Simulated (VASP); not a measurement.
# Se (I4/mmm) in VASP: notebook

Se is run at these levels: PBEsol; tasks: single point.

Program: VASP 6.6.1. These are calculated values, not measurements. Logs are shortened: lines on timing, memory, paths and dates and some standing lists are left out, and cuts for length are marked.

## Step 1: The cell of the first run

Symmetry: I4/mmm, No. 139, tetragonal system. Conventional cell: a = 3.322 Å, b = 3.322 Å, c = 3.237 Å, α = 90.00°, β = 90.00°, γ = 90.00°. Within 3.8 Å of Se (site symmetry 4/mmm) lie 14 Se at 2.85 to 3.32 Å.

## Step 2: Single point, PBEsol (strain -0.025 along x and y, -0.050 along z)

The input, INCAR:

```
SYSTEM = Se
ALGO     = Normal         ! electronic algorithm
EDIFF    = 1E-6           ! SCF threshold, eV
ENCUT    = 520            ! plane-wave cutoff, eV
GGA      = PS             ! functional
ISIF     = 2              ! what is computed and relaxed
ISMEAR   = 0              ! smearing method
LASPH    = .TRUE.         ! aspherical terms in the spheres
LCHARG   = .FALSE.        ! write CHGCAR
LREAL    = .FALSE.        ! projectors in reciprocal space
LWAVE    = .FALSE.        ! write WAVECAR
NBANDS   = 9              ! bands
NELM     = 80             ! most SCF steps
PREC     = Accurate       ! precision mode
SIGMA    = 0.15           ! smearing width, eV
```

The input, KPOINTS:

```
k-points
0
G
  20 20 20
  0 0 0
```

The input, POSCAR:

```
Se
1.0
   -1.6608623995      1.6608623995      1.6182761842
    1.6608623995     -1.6608623995      1.6182761842
    1.6608623995      1.6608623995     -1.6182761842
Se
1
Direct
    0.0000000000      0.0000000000      0.0000000000
```

Potentials or basis: VASP PAW PBE potentials, release 64 (Se).

Command:

```console
cat potpaw_PBE.64/Se/POTCAR > POTCAR
mpirun -np 1 vasp_std > vasp.out
```

OUTCAR:

```text
SYSTEM = Se
   EDIFF = 1E-6
   ENCUT = 520
   GGA = PS
   ISIF = 2
   ISMEAR = 0
   LASPH = .TRUE.
   LREAL = .FALSE.
   NELM = 80
   PREC = Accurate

 ion  position               nearest neighbor table
   1  0.000  0.000  0.000-

  LATTYP: Found a body centered tetragonal cell.
 ALAT       =     3.3217247990
 C/A-ratio  =     0.9743589744

  Lattice vectors:

 A1 = (  -1.6608623995,   1.6608623995,   1.6182761842)
 A2 = (   1.6608623995,  -1.6608623995,   1.6182761842)
 A3 = (   1.6608623995,   1.6608623995,  -1.6182761842)

Analysis of symmetry for initial positions (statically):
=====================================================================
 Subroutine PRICEL returns:
 Original cell was already a primitive cell.

 Routine SETGRP: Setting up the symmetry group for a
 body centered tetragonal supercell.

 Subroutine GETGRP returns: Found 16 space group operations
 (whereof 16 operations were pure point group operations)
 out of a pool of 16 trial point group operations.

The static configuration has the point symmetry D_4h.

Analysis of symmetry for dynamics (positions and initial velocities):
=====================================================================
 Subroutine PRICEL returns:
 Original cell was already a primitive cell.

 Routine SETGRP: Setting up the symmetry group for a
 body centered tetragonal supercell.

 Subroutine GETGRP returns: Found 16 space group operations
 (whereof 16 operations were pure point group operations)
 out of a pool of 16 trial point group operations.

The dynamic configuration has the point symmetry D_4h.

 Subroutine INISYM returns: Found 16 space group operations
 (whereof 16 operations are pure point group operations),
 and found     1 'primitive' translations

----------------------------------------------------------------------------------------

                                     Primitive cell

  volume of cell :      17.8558

  direct lattice vectors                    reciprocal lattice vectors
    -1.660862400  1.660862400  1.618276184     0.000000000  0.301048419  0.308970746
     1.660862400 -1.660862400  1.618276184     0.301048419  0.000000000  0.308970746
     1.660862400  1.660862400 -1.618276184     0.301048419  0.301048419  0.000000000

  length of vectors
     2.852322848  2.852322848  2.852322848     0.431385063  0.431385063  0.425746757

  position of ions in fractional coordinates (direct lattice)
     0.000000000  0.000000000  0.000000000

  ion indices of the primitive-cell ions
   primitive index   ion index
                 1           1

----------------------------------------------------------------------------------------

 KPOINTS: k-points

Automatic generation of k-mesh.
 Grid dimensions read from file:
 generate k-points for:   20   20   20

 Generating k-lattice:

  Cartesian coordinates                     Fractional coordinates (reciprocal lattice)
     0.000000000  0.015052421  0.015448537     0.050000000  0.000000000 -0.000000000
     0.015052421  0.000000000  0.015448537     0.000000000  0.050000000 -0.000000000
     0.015052421  0.015052421  0.000000000     0.000000000  0.000000000  0.050000000

  Length of vectors
     0.021569253  0.021569253  0.021287338

  Shift w.r.t. Gamma in fractional coordinates (k-lattice)
     0.000000000  0.000000000  0.000000000

 Subroutine IBZKPT returns following result:
 ===========================================

 Found    641 irreducible k-points:

 Following reciprocal coordinates:
            Coordinates               Weight
  0.000000  0.000000  0.000000      1.000000
  0.050000  0.000000 -0.000000      8.000000
  0.100000  0.000000 -0.000000      8.000000
  0.150000  0.000000 -0.000000      8.000000
  0.200000  0.000000 -0.000000      8.000000
  0.250000  0.000000  0.000000      8.000000
[... 16 lines left out ...]
 -0.400000  0.050000  0.000000     16.000000
 -0.350000  0.050000  0.000000     16.000000
 [... further k-points ...]
   k-points           NKPTS =    641   k-points in BZ     NKDIM =    641   number of bands    NBANDS=      9
   number of dos      NEDOS =    301   number of ions     NIONS =      1
   total plane-waves  NPLWV =  13824
   dimension x,y,z NGX =    24 NGY =   24 NGZ =   24
   dimension x,y,z NGXF=    48 NGYF=   48 NGZF=   48
   ions per type =               1
   NGX,Y,Z   is equivalent  to a cutoff of  13.99, 13.99, 13.99 a.u.
   NGXF,Y,Z  is equivalent  to a cutoff of  27.98, 27.98, 27.98 a.u.
 SYSTEM =  Se
   PREC   = accura    normal or accurate (medium, high low for compatibility)
   ISTART =      0    job   : 0-new  1-cont  2-samecut
   ICHARG =      2    charge: 1-file 2-atom 10-const
   ISPIN  =      1    spin polarized calculation?
   LNONCOLLINEAR =      F non collinear calculations
   LSORBIT =      F    spin-orbit coupling
   LASPH  =      T    aspherical Exc in radial PAW
   ENCUT  =  520.0 eV  38.22 Ry    6.18 a.u.   5.30  5.30  5.30*2*pi/ulx,y,z
   NELM   =     80;   NELMIN=  2; NELMDL= -5     # of ELM steps
   EDIFF  = 0.1E-05   stopping-criterion for ELM
   LREAL  =      F    real-space projection
   EDIFFG = 0.1E-04   stopping-criterion for IOM
   NSW    =      0    number of steps for IOM
   IBRION =     -1    ionic relax: 0-MD 1-quasi-New 2-CG
   NFREE  =      0    steps in history (QN), initial steepest desc. (CG)
   ISIF   =      2    stress and relaxation
   ISYM   =      2    0-nonsym 1-usesym 2-fastsym
   POTIM  = 0.5000    time-step for ionic-motion
   TEBEG  =    0.0;   TEEND  =   0.0 temperature during run
   PSTRESS=    0.0 pullay stress
   NELECT =       6.0000    total number of electrons
   NUPDOWN=      -1.0000    fix difference up-down
   EMIN   =  10.00;   EMAX   =-10.00  energy-range for DOS
   EFERMI =   0.00;   METHOD = LEGACY
   ISMEAR =     0;   SIGMA  =   0.15  broadening in eV -4-tet -1-fermi 0-gaus
   EFERMI_NEDOS =   21; number of points for ismear=-14 and -15
   IALGO  =     38    algorithm
   IMIX   =      4    mixing-type and parameters
     AMIX     =   0.40;   BMIX     =  1.00
     AMIX_MAG =   1.60;   BMIX_MAG =  1.00
  volume/ion in A,a.u.               =      17.86       120.50
  Fermi-wavevector in a.u.,A,eV,Ry     =   1.138148  2.150787 17.624715  1.295380
  Thomas-Fermi vector in A             =   2.274852
   LORBIT       =      0    0 simple, 1 ext, 2 COOP (PROOUT), +10 PAW based schemes
   GGA     = PS    functional components
   LHFCALC =     F    Hartree Fock is set to
   AEXX    =    0.0000 exact exchange contribution
   IVDW    =     0    specifies the selected vdW correction
   LEPSILON=     F    determine dielectric tensor
   LRPA    =     F    only Hartree local field effects (RPA)
 non-spin polarized calculation
 Gauss-broadening in eV      SIGMA  =   0.15
  energy-cutoff  :      520.00
  volume of cell :       17.86
 maximum number of plane-waves:       492
 NGX is ok and might be reduce to    24
   NGX = 11   NGY = 11   NGZ = 11

 number of electron       5.9999999 magnetization

 Free energy of the ion-electron system (eV)
  ---------------------------------------------------
  ext. energy  EPLUGINS =         0.00000000
  ---------------------------------------------------
  free energy    TOTEN  =        -3.36284837 eV

  energy without entropy =       -3.35512471  energy(sigma->0) =       -3.35898654

 E-fermi :   7.0949     XC(G=0): -11.3166

 val. band max:        7.0908039113   @ k =   0.1500   0.0500  -0.0000
 cond. band min:       7.1035150210   @ k =   0.5000   0.0000   0.0000
 fundamental gap:      0.0127111097
 Fermi energy:         7.0949123904

 k-point     1 :       0.0000    0.0000    0.0000
  band No.  band energies     occupation
      1     -10.3164      2.00000
      2      10.7389      0.00000
      3      10.7389      0.00000
      4      10.8356      0.00000
      5      19.4091      0.00000
      6      19.9701      0.00000
      7      19.9796      0.00000
      8      19.9796      0.00000
      9      22.5806      0.00000

 k-point     2 :       0.0500    0.0000   -0.0000
  band No.  band energies     occupation
      1     -10.2545      2.00000
      2      10.3859      0.00000
      3      10.5880      0.00000
      4      10.7589      0.00000
      5      19.3076      0.00000
      6      19.7171      0.00000
      7      20.0613      0.00000
      8      20.3473      0.00000
      9      22.1697      0.00000

 k-point     3 :       0.1000    0.0000   -0.0000
  band No.  band energies     occupation
      1     -10.0698      2.00000
      2       9.3576      0.00000
      3      10.1883      0.00000
      4      10.6587      0.00000
      5      18.7238      0.00000
      6      18.8896      0.00000
      7      20.7484      0.00000
      8      21.2651      0.00000
      9      21.8763      0.00000

 k-point     4 :       0.1500    0.0000   -0.0000
  band No.  band energies     occupation
      1      -9.7642      2.00000
      2       7.9658      0.00000
      3       9.6499      0.00000
      4      10.5087      0.00000
      5      17.8085      0.00000
      6      17.9751      0.00000
      7      21.7989      0.00000
      8      21.8905      0.00000
      9      21.9458      0.00000
[... 205 lines left out ...]
 k-point    22 :      -0.4500    0.0500    0.0000
  band No.  band energies     occupation
      1      -6.4537      2.00000
      2       0.1242      2.00000
      3       6.9953      1.65239
      4       9.2882      0.00000
      5      14.3748      0.00000
      6      15.5508      0.00000
      7      24.0403      0.00000
      8      25.8329      0.00000
      9      26.7668      0.00000

 k-point    23 :      -0.4000    0.0500    0.0000
  band No.  band energies     occupation
      1      -7.1135      2.00000
      2       1.2246      2.00000
      3       7.2365      0.18186
      4       9.4175      0.00000
      5      14.6786      0.00000
      6      15.7905      0.00000
      7      23.1863      0.00000
      8      24.9978      0.00000
      9      27.5404      0.00000

 k-point    24 :      -0.3500    0.0500    0.0000
  band No.  band energies     occupation
      1      -7.8161      2.00000
      2       2.5705      2.00000
      3       7.5952      0.00000
      4       9.5980      0.00000
      5      15.1352      0.00000
      6      16.1403      0.00000
      7      22.4423      0.00000
      8      24.2563      0.00000
      9      26.8969      0.00000

 [... further k-points ...]
[... 5 lines left out ...]
  --------------------------------------------------------------------------------------
  -------------------------------------------------------------------------------------
  Total        0.8195945      0.8195945      1.0509359      0.0000000     -0.0000000      0.0000000
  in kB       73.5410277     73.5410277     94.2989515      0.0000000     -0.0000000      0.0000000
  external PRESSURE =      80.4603357 kB  Pullay stress =       0.0000000 kB

 VOLUME and BASIS-vectors are now :
 -----------------------------------------------------------------------------
  energy-cutoff  :      520.00
  volume of cell :       17.86
      direct lattice vectors                 reciprocal lattice vectors
    -1.660862400  1.660862400  1.618276184     0.000000000  0.301048419  0.308970746
     1.660862400 -1.660862400  1.618276184     0.301048419  0.000000000  0.308970746
     1.660862400  1.660862400 -1.618276184     0.301048419  0.301048419  0.000000000

 POSITION                                       TOTAL-FORCE (eV/Angst)
 -----------------------------------------------------------------------------------
      0.00000      0.00000      0.00000         0.000000      0.000000     -0.000000
 -----------------------------------------------------------------------------------
    total drift:                                0.000000     -0.000000      0.000000

  FREE ENERGIE OF THE ION-ELECTRON SYSTEM (eV)
  ---------------------------------------------------
  free  energy   TOTEN  =        -3.3628483725 eV

  energy  without entropy=       -3.3551247072  energy(sigma->0) =       -3.35898654
```

Wall time 22 s (1 thread of Intel Xeon 6975P-C (Granite Rapids), shared host); peak memory 0.22 GiB.

What came out:

| Item | Value |
| --- | --- |
| Free energy | -3.3628 eV |
| Pressure | 8.0 GPa |
| Band gap on the k mesh | zero (bands 3 and 4 overlap by 8.12 eV) |

Stress tensor (GPa, compression positive):
```
7.35 0.00 0.00
0.00 7.35 0.00
0.00 0.00 9.43
```

Levels at points of the mesh, in eV from the Fermi level:
```
           k point  band 1  band 2  band 3  band 4  band 5  band 6
(0.00, 0.00, 0.00)  -17.41    3.64    3.64    3.74   12.31   12.88
(0.50, 0.00, 0.00)  -13.07   -7.78    0.01    2.37    6.83    7.96
(0.50, 0.50, 0.00)  -13.22   -7.86    0.29    2.76    7.21    8.47
(0.50, 0.50, 0.50)  -10.03   -3.94   -3.94   -3.43    3.23    3.49
```

Caveat: the cell differs from its parent crystal (strain -0.025 along x and y, -0.050 along z); the cell stands under pressure; the PAW data sets were made with another functional, which shifts forces and pressure a little.

## Step 3: Single point, PBEsol (strain +0.000 along x and y, -0.050 along z)

The input, INCAR:

```
PREC     = Accurate       # precision mode
ENCUT    = 520            # plane-wave cutoff, eV
EDIFF    = 1E-6           # SCF threshold, eV
ISMEAR   = 0              # smearing method
SIGMA    = 0.15           # smearing width, eV
LREAL    = False          # projectors in reciprocal space
LASPH    = True           # aspherical terms in the spheres
NELM     = 80             # most SCF steps
ALGO     = Normal         # electronic algorithm
ISIF     = 2              # what is computed and relaxed
LWAVE    = False          # write WAVECAR
LCHARG   = True           # write CHGCAR
GGA      = PS             # functional
LELF     = True           # ELF
LVHAR    = True         
NBANDS   = 9              # bands
```

The input, KPOINTS:

```
Automatic mesh
0
Gamma
  20 20 20
```

The input, POSCAR:

```
Se
1.0
   -1.7034486149      1.7034486149      1.6182761842
    1.7034486149     -1.7034486149      1.6182761842
    1.7034486149      1.7034486149     -1.6182761842
Se
1
Direct
    0.0000000000      0.0000000000      0.0000000000
```

Potentials or basis: VASP PAW PBE potentials, release 64 (Se).

Command:

```console
cat potpaw_PBE.64/Se/POTCAR > POTCAR
mpirun -np 1 vasp_std > vasp.out
```

It took 23 s on 1 thread of Intel Xeon 6975P-C (Granite Rapids), shared host; peak memory 0.22 GiB.

Results (log left out):

* Free energy: -3.3868 eV
* Pressure: 2.5 GPa
* Band gap on the k mesh: zero (bands 3 and 4 overlap by 7.41 eV)

Stress tensor (GPa, compression positive):
```
1.18 0.00 0.00
0.00 1.18 0.00
0.00 0.00 5.18
```

Levels at points of the mesh, in eV from the Fermi level:
| k point | band 1 | band 2 | band 3 | band 4 | band 5 | band 6 | band 7 |
| --- | --- | --- | --- | --- | --- | --- | --- |
| (0.00, 0.00, 0.00) | -16.90 | 3.31 | 3.31 | 3.51 | 11.86 | 12.06 | 12.96 |
| (0.50, 0.00, 0.00) | -12.86 | -7.31 | -0.09 | 2.09 | 6.66 | 7.88 | 17.77 |
| (0.50, 0.50, 0.00) | -13.14 | -7.44 | 0.43 | 2.79 | 7.39 | 8.87 | 17.01 |
| (0.50, 0.50, 0.50) | -10.21 | -3.86 | -3.86 | -2.91 | 3.38 | 3.90 | 23.38 |

Caveat: the cell differs from its parent crystal (strain +0.000 along x and y, -0.050 along z); the PAW data sets were made with another functional, which shifts forces and pressure a little.

## Step 4: Single point, PBEsol (strain +0.000 along x and y, +0.050 along z)

The input, INCAR:

```
PREC = Accurate ; ENCUT = 520
EDIFF = 1E-7 ; ISMEAR = 0
SIGMA = 0.15 ; LREAL = F
LASPH = T ; NELM = 100
ALGO = Normal ; ISIF = 2
LWAVE = F ; LCHARG = F
GGA = PS ; NBANDS = 9
```

The input, KPOINTS:

```
regular mesh
0
Gamma
  20 20 20
```

The input, POSCAR:

```
Se
1.0
   -1.7034486149      1.7034486149      1.7886210456
    1.7034486149     -1.7034486149      1.7886210456
    1.7034486149      1.7034486149     -1.7886210456
Se
1
Direct
    0.0000000000      0.0000000000      0.0000000000
```

Command:

```console
cat potpaw_PBE.64/Se/POTCAR > POTCAR
mpirun -np 1 vasp_std > vasp.out
```

Wall time 25 s (1 thread of Intel Xeon 6975P-C (Granite Rapids), shared host); peak memory 0.23 GiB.

It converged, with:

| Property | Result |
| --- | --- |
| Free energy | -3.3657 eV |
| Pressure | -5.3 GPa |
| Band gap on the k mesh | zero (bands 3 and 4 overlap by 6.34 eV) |

Stress tensor (GPa, compression positive):
```
-4.12  0.00  0.00
 0.00 -4.12  0.00
 0.00  0.00 -7.61
```

Levels at points of the mesh, in eV from the Fermi level:
```tsv
k point	band 1	band 2	band 3	band 4	band 5	band 6
(0.00, 0.00, 0.00)	-15.94	2.83	2.90	2.90	10.72	12.07
(0.50, 0.00, 0.00)	-12.70	-6.52	0.18	2.23	7.02	8.62
(0.50, 0.50, 0.00)	-12.50	-6.41	-0.22	1.68	6.44	7.79
(0.50, 0.50, 0.50)	-10.42	-3.64	-2.87	-2.87	3.95	4.31
```

Caveat: the cell differs from its parent crystal (strain +0.000 along x and y, +0.050 along z); the cell stands under tension; the PAW data sets were made with another functional, which shifts forces and pressure a little.

(Continued in part 2 of 2.)
